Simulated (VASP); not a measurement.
# Mo (Im-3m) in VASP: further runs

Runs on Mo. Level: PBEsol. Tasks: single point, relaxation of cell and atoms.

Everything below comes from runs of VASP 6.6.1. Logs are shortened: lines on timing, memory, paths and dates and some standing lists are left out, and cuts for length are marked.

## (1) The cell of the first run

It takes space group Im-3m (No. 229, cubic). Conventional cell: a = 3.130 Å, b = 3.130 Å, c = 3.130 Å, α = 90.00°, β = 90.00°, γ = 90.00°. Within 3.6 Å of Mo (site symmetry m-3m) lie 14 Mo at 2.71 to 3.13 Å.

## (2) Single point, PBEsol

INCAR

```
PREC     = Accurate       # precision mode
ENCUT    = 520            # plane-wave cutoff, eV
EDIFF    = 1E-6           # SCF threshold, eV
ISMEAR   = -1             # smearing method
SIGMA    = 0.15           # smearing width, eV
LREAL    = False          # projectors in reciprocal space
LASPH    = True           # aspherical terms in the spheres
NELM     = 80             # most SCF steps
ALGO     = Normal         # electronic algorithm
ISIF     = 2              # what is computed and relaxed
LWAVE    = False          # write WAVECAR
LCHARG   = False          # write CHGCAR
GGA      = PS             # functional
NBANDS   = 13             # bands
```

KPOINTS

```
Automatic mesh
0
Gamma
  20 20 20
```

POSCAR

```
Mo
1.0
   -1.5650819143      1.5650819143      1.5650819143
    1.5650819143     -1.5650819143      1.5650819143
    1.5650819143      1.5650819143     -1.5650819143
Mo
1
Direct
    0.0000000000      0.0000000000      0.0000000000
```

Potentials or basis: VASP PAW PBE potentials, release 64 (Mo_sv).

Run with:

```bash
> cat potpaw_PBE.64/Mo_sv/POTCAR > POTCAR
> mpirun -np 1 vasp_std > vasp.out
```

OUTCAR:

```text
PREC = Accurate
   ENCUT = 520
   EDIFF = 1E-6
   ISMEAR = -1
   LREAL = False
   LASPH = True
   NELM = 80
   ISIF = 2
   GGA = PS

 ion  position               nearest neighbor table
   1  0.000  0.000  0.000-

  LATTYP: Found a body centered cubic cell.
 ALAT       =     3.1301638286

  Lattice vectors:

 A1 = (  -1.5650819143,   1.5650819143,   1.5650819143)
 A2 = (   1.5650819143,  -1.5650819143,   1.5650819143)
 A3 = (   1.5650819143,   1.5650819143,  -1.5650819143)

Analysis of symmetry for initial positions (statically):
=====================================================================
 Subroutine PRICEL returns:
 Original cell was already a primitive cell.

 Routine SETGRP: Setting up the symmetry group for a
 body centered cubic supercell.

 Subroutine GETGRP returns: Found 48 space group operations
 (whereof 48 operations were pure point group operations)
 out of a pool of 48 trial point group operations.

The static configuration has the point symmetry O_h .

Analysis of symmetry for dynamics (positions and initial velocities):
=====================================================================
 Subroutine PRICEL returns:
 Original cell was already a primitive cell.

 Routine SETGRP: Setting up the symmetry group for a
 body centered cubic supercell.

 Subroutine GETGRP returns: Found 48 space group operations
 (whereof 48 operations were pure point group operations)
 out of a pool of 48 trial point group operations.

The dynamic configuration has the point symmetry O_h .

 Subroutine INISYM returns: Found 48 space group operations
 (whereof 48 operations are pure point group operations),
 and found     1 'primitive' translations

----------------------------------------------------------------------------------------

                                     Primitive cell

  volume of cell :      15.3346

  direct lattice vectors                    reciprocal lattice vectors
    -1.565081914  1.565081914  1.565081914     0.000000000  0.319472096  0.319472096
     1.565081914 -1.565081914  1.565081914     0.319472096  0.000000000  0.319472096
     1.565081914  1.565081914 -1.565081914     0.319472096  0.319472096  0.000000000

  length of vectors
     2.710801394  2.710801394  2.710801394     0.451801771  0.451801771  0.451801771

  position of ions in fractional coordinates (direct lattice)
     0.000000000  0.000000000  0.000000000

  ion indices of the primitive-cell ions
   primitive index   ion index
                 1           1

----------------------------------------------------------------------------------------

 KPOINTS: Automatic mesh

Automatic generation of k-mesh.
 Grid dimensions read from file:
 generate k-points for:   20   20   20

 Generating k-lattice:

  Cartesian coordinates                     Fractional coordinates (reciprocal lattice)
     0.000000000  0.015973605  0.015973605     0.050000000  0.000000000  0.000000000
     0.015973605  0.000000000  0.015973605     0.000000000  0.050000000  0.000000000
     0.015973605  0.015973605  0.000000000     0.000000000  0.000000000  0.050000000

  Length of vectors
     0.022590089  0.022590089  0.022590089

  Shift w.r.t. Gamma in fractional coordinates (k-lattice)
     0.000000000  0.000000000  0.000000000

 Subroutine IBZKPT returns following result:
 ===========================================

 Found    256 irreducible k-points:

 Following reciprocal coordinates:
            Coordinates               Weight
  0.000000  0.000000  0.000000      1.000000
  0.050000  0.000000  0.000000     12.000000
  0.100000  0.000000  0.000000     12.000000
  0.150000  0.000000  0.000000     12.000000
  0.200000  0.000000  0.000000     12.000000
  0.250000  0.000000  0.000000     12.000000
[... 16 lines left out ...]
  0.200000  0.100000  0.000000     48.000000
  0.250000  0.100000  0.000000     48.000000
 [... further k-points ...]
   k-points           NKPTS =    256   k-points in BZ     NKDIM =    256   number of bands    NBANDS=     13
   number of dos      NEDOS =    301   number of ions     NIONS =      1
   total plane-waves  NPLWV =   8000
   dimension x,y,z NGX =    20 NGY =   20 NGZ =   20
   dimension x,y,z NGXF=    40 NGYF=   40 NGZF=   40
   ions per type =               1
   NGX,Y,Z   is equivalent  to a cutoff of  12.27, 12.27, 12.27 a.u.
   NGXF,Y,Z  is equivalent  to a cutoff of  24.53, 24.53, 24.53 a.u.
 SYSTEM =  unknown system
   PREC   = accura    normal or accurate (medium, high low for compatibility)
   ISTART =      0    job   : 0-new  1-cont  2-samecut
   ICHARG =      2    charge: 1-file 2-atom 10-const
   ISPIN  =      1    spin polarized calculation?
   LNONCOLLINEAR =      F non collinear calculations
   LSORBIT =      F    spin-orbit coupling
   LASPH  =      T    aspherical Exc in radial PAW
   ENCUT  =  520.0 eV  38.22 Ry    6.18 a.u.   5.04  5.04  5.04*2*pi/ulx,y,z
   NELM   =     80;   NELMIN=  2; NELMDL= -5     # of ELM steps
   EDIFF  = 0.1E-05   stopping-criterion for ELM
   LREAL  =      F    real-space projection
   EDIFFG = 0.1E-04   stopping-criterion for IOM
   NSW    =      0    number of steps for IOM
   IBRION =     -1    ionic relax: 0-MD 1-quasi-New 2-CG
   NFREE  =      0    steps in history (QN), initial steepest desc. (CG)
   ISIF   =      2    stress and relaxation
   ISYM   =      2    0-nonsym 1-usesym 2-fastsym
   POTIM  = 0.5000    time-step for ionic-motion
   TEBEG  =    0.0;   TEEND  =   0.0 temperature during run
   PSTRESS=    0.0 pullay stress
   NELECT =      14.0000    total number of electrons
   NUPDOWN=      -1.0000    fix difference up-down
   EMIN   =  10.00;   EMAX   =-10.00  energy-range for DOS
   EFERMI =   0.00;   METHOD = LEGACY
   ISMEAR =    -1;   SIGMA  =   0.15  broadening in eV -4-tet -1-fermi 0-gaus
   EFERMI_NEDOS =   21; number of points for ismear=-14 and -15
   IALGO  =     38    algorithm
   IMIX   =      4    mixing-type and parameters
     AMIX     =   0.40;   BMIX     =  1.00
     AMIX_MAG =   1.60;   BMIX_MAG =  1.00
  volume/ion in A,a.u.               =      15.33       103.48
  Fermi-wavevector in a.u.,A,eV,Ry     =   1.588158  3.001184 34.317248  2.522247
  Thomas-Fermi vector in A             =   2.687205
   LORBIT       =      0    0 simple, 1 ext, 2 COOP (PROOUT), +10 PAW based schemes
   GGA     = PS    functional components
   LHFCALC =     F    Hartree Fock is set to
   AEXX    =    0.0000 exact exchange contribution
   IVDW    =     0    specifies the selected vdW correction
   LEPSILON=     F    determine dielectric tensor
   LRPA    =     F    only Hartree local field effects (RPA)
 non-spin polarized calculation
  energy-cutoff  :      520.00
  volume of cell :       15.33
 maximum number of plane-waves:       426
   NGX =  9   NGY =  9   NGZ =  9

 number of electron      13.9999998 magnetization

 Free energy of the ion-electron system (eV)
  ---------------------------------------------------
  ext. energy  EPLUGINS =         0.00000000
  ---------------------------------------------------
  free energy    TOTEN  =       -11.80251726 eV

  energy without entropy =      -11.75555649  energy(sigma->0) =      -11.77903687

 E-fermi :  12.7637     XC(G=0): -13.6369

 val. band max:       12.7609960882   @ k =   0.4000   0.1000   0.1000
 cond. band min:      12.7696294534   @ k =  -0.2000   0.2000   0.1500
 fundamental gap:      0.0086333652
 Fermi energy:        12.7637380682

 k-point     1 :       0.0000    0.0000    0.0000
  band No.  band energies     occupation
      1     -48.4162      2.00000
      2     -21.6578      2.00000
      3     -21.6578      2.00000
      4     -21.6578      2.00000
      5       5.4279      2.00000
      6      11.3739      1.99981
      7      11.3739      1.99981
      8      11.3739      1.99981
      9      14.4609      0.00002
     10      14.4609      0.00002
     11      27.6117      0.00000
     12      27.6117      0.00000
     13      27.6117      0.00000

 k-point     2 :       0.0500    0.0000    0.0000
  band No.  band energies     occupation
      1     -48.4093      2.00000
      2     -21.6973      2.00000
      3     -21.6699      2.00000
      4     -21.6581      2.00000
      5       5.5421      2.00000
      6      11.3084      1.99988
      7      11.3636      1.99982
      8      11.4810      1.99961
      9      14.3612      0.00005
     10      14.4622      0.00002
     11      27.7003      0.00000
     12      27.8041      0.00000
     13      27.8478      0.00000

 k-point     3 :       0.1000    0.0000    0.0000
  band No.  band energies     occupation
      1     -48.3893      2.00000
      2     -21.8109      2.00000
      3     -21.7049      2.00000
      4     -21.6590      2.00000
      5       5.8710      2.00000
      6      11.1242      1.99996
      7      11.3202      1.99987
      8      11.7989      1.99679
      9      14.1290      0.00022
     10      14.4698      0.00002
     11      27.9253      0.00000
     12      28.3679      0.00000
     13      28.4615      0.00000
[... 305 lines left out ...]
 k-point    23 :       0.2000    0.1000    0.0000
  band No.  band energies     occupation
      1     -48.2601      2.00000
      2     -22.4766      2.00000
      3     -21.9064      2.00000
      4     -21.7138      2.00000
      5       7.7183      2.00000
      6      10.2322      2.00000
      7      10.7615      2.00000
      8      13.6468      0.00554
      9      14.3962      0.00004
     10      14.8909      0.00000
     11      28.0370      0.00000
     12      29.0706      0.00000
     13      31.2575      0.00000

 k-point    24 :       0.2500    0.1000    0.0000
  band No.  band energies     occupation
      1     -48.2174      2.00000
      2     -22.6770      2.00000
      3     -21.9911      2.00000
      4     -21.7183      2.00000
      5       7.9558      2.00000
      6       9.9375      2.00000
      7      11.0814      1.99997
      8      13.8342      0.00159
      9      14.9876      0.00000
     10      15.4517      0.00000
     11      27.1402      0.00000
     12      28.2840      0.00000
     13      32.4517      0.00000

 [... further k-points ...]

------------------------ aborting loop because EDIFF is reached ----------------------------------------

  FORCE on cell =-STRESS in cart. coord.  units (eV):
  Direction    XX          YY          ZZ          XY          YZ          ZX
  --------------------------------------------------------------------------------------
  -------------------------------------------------------------------------------------
  Total        0.0527952      0.0527952      0.0527952      0.0000000     -0.0000000      0.0000000
  in kB        5.5161185      5.5161185      5.5161185      0.0000000     -0.0000000      0.0000000
  external PRESSURE =       5.5161185 kB  Pullay stress =       0.0000000 kB

 VOLUME and BASIS-vectors are now :
 -----------------------------------------------------------------------------
  energy-cutoff  :      520.00
  volume of cell :       15.33
      direct lattice vectors                 reciprocal lattice vectors
    -1.565081914  1.565081914  1.565081914     0.000000000  0.319472096  0.319472096
     1.565081914 -1.565081914  1.565081914     0.319472096  0.000000000  0.319472096
     1.565081914  1.565081914 -1.565081914     0.319472096  0.319472096  0.000000000

 POSITION                                       TOTAL-FORCE (eV/Angst)
 -----------------------------------------------------------------------------------
      0.00000      0.00000      0.00000         0.000000      0.000000      0.000000
 -----------------------------------------------------------------------------------
    total drift:                                0.000000     -0.000000     -0.000000

  FREE ENERGIE OF THE ION-ELECTRON SYSTEM (eV)
  ---------------------------------------------------
  free  energy   TOTEN  =       -11.8025172561 eV

  energy  without entropy=      -11.7555564894  energy(sigma->0) =      -11.77903687
```

Wall time 13 s (1 thread of Intel Xeon 6975P-C (Granite Rapids), shared host); peak memory 0.16 GiB.

What came out:

- Free energy: -11.8025 eV
- Pressure: 0.6 GPa
- Band gap on the k mesh: zero (band 7 reaches 16.90 eV, above the bottom of band 8 at 11.37 eV)

Levels at points of the mesh, in eV from the Fermi level:
| k point | band 5 | band 6 | band 7 | band 8 | band 9 | band 10 |
| --- | --- | --- | --- | --- | --- | --- |
| (0.00, 0.00, 0.00) | -7.34 | -1.39 | -1.39 | -1.39 | 1.70 | 1.70 |
| (0.50, 0.00, 0.00) | -5.46 | -3.49 | 1.69 | 1.74 | 2.39 | 4.93 |
| (0.50, 0.50, 0.50) | -5.61 | -5.61 | 4.14 | 4.14 | 4.14 | 9.18 |

Caveat: the PAW data sets were made with another functional, which shifts forces and pressure a little.

(Part 1 of 2 ends here.)
